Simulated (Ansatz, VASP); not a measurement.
# SbSe4: VASP beside Ansatz

Contents of INCAR:

```
SYSTEM = SbSe4
PREC     = Accurate       ! precision mode
ENCUT    = 600            ! plane-wave cutoff, eV
EDIFF    = 1E-7           ! SCF threshold, eV
ISMEAR   = 0              ! smearing method
SIGMA    = 0.1            ! smearing width, eV
LREAL    = .FALSE.        ! projectors in reciprocal space
LASPH    = .TRUE.         ! aspherical terms in the spheres
NELM     = 80             ! most SCF steps
ALGO     = Normal         ! electronic algorithm
ISIF     = 3              ! what is computed and relaxed
LWAVE    = .FALSE.        ! write WAVECAR
LCHARG   = .FALSE.        ! write CHGCAR
GGA      = PE             ! functional
IBRION   = 2              ! ionic algorithm
NSW      = 90             ! ionic steps
EDIFFG   = -0.04          ! ionic threshold
```

Contents of KPOINTS:

```
regular mesh
0
G
  4 4 4
  0 0 0
```

Contents of POSCAR:

```
SbSe4
1.0
    3.5417504700     -3.8590668000      0.0000000000
    3.5417504700      3.8590668000      0.0000000000
    0.0000000000      0.0000000000      6.1542897000
Sb Se
1 4
Direct
    0.5000000000      0.5000000000      0.0000000000
    0.7121062900      0.7121062900      0.3028255100
    0.2878937100      0.2878937100      0.3028255100
    0.2878937100      0.2878937100      0.6971744900
    0.7121062900      0.7121062900      0.6971744900
```

Input for Ansatz:

```yaml
crystal:
  lattice:
    - [3.54175047, -3.8590668, 0.0]
    - [3.54175047, 3.8590668, 0.0]
    - [0.0, 0.0, 6.1542897]
  atoms:
    - { symbol: Sb, position: [0.5, 0.5, 0.0] }
    - { symbol: Se, position: [0.71210629, 0.71210629, 0.30282551] }
    - { symbol: Se, position: [0.28789371, 0.28789371, 0.30282551] }
    - { symbol: Se, position: [0.28789371, 0.28789371, 0.69717449] }
    - { symbol: Se, position: [0.71210629, 0.71210629, 0.69717449] }
basis:
  ecutwfc: 420
kpoints:
  mp_grid: { grid: [4, 4, 4] }
hamiltonian:
  xc: pbe
scf:
  occupations: { method: gaussian, width: 0.1 }
  lower_state_search: "off"
output:
  forces: true
  stress: true
  eigenvalues: true
relax:
  adjacent_minimum: "off"
  f_tol: 0.04
  max_steps: 70
  cell: { stress_tol: 0.4 }
```

Alike in both runs: task relaxation of cell and atoms; functional PBE; k mesh 4 × 4 × 4; occupations gaussian, width 0.1 eV; no spin polarisation.

|  | VASP | Ansatz |
| --- | --- | --- |
| version | VASP 6.6.1 | Ansatz 0.2.0 |
| potentials or method | VASP PAW PBE potentials, release 64 (Sb, Se), cutoff 600 eV | scalar-relativistic, plane waves, PAW |
| valence electrons in the cell | 29 | 79 |

|  | VASP | Ansatz | Ansatz less VASP |
| --- | --- | --- | --- |
| gap on the k mesh at the Fermi level, each at its own relaxed structure (eV) | none | none | - |
| relaxed volume (Å³/atom) | 30.99 | 31.03 | +0.043 |
| relaxed length of the cell vector where the two differ most in proportion (Å) | 5.584 | 5.609 | +0.0246 |

A gap of «none» marks a metal or a gap that the smearing closes. VASP's potentials hold 29 valence electrons a cell and Ansatz's 79, so a difference there can come from the potentials and not from the codes.

Spin-orbit coupling is off throughout.
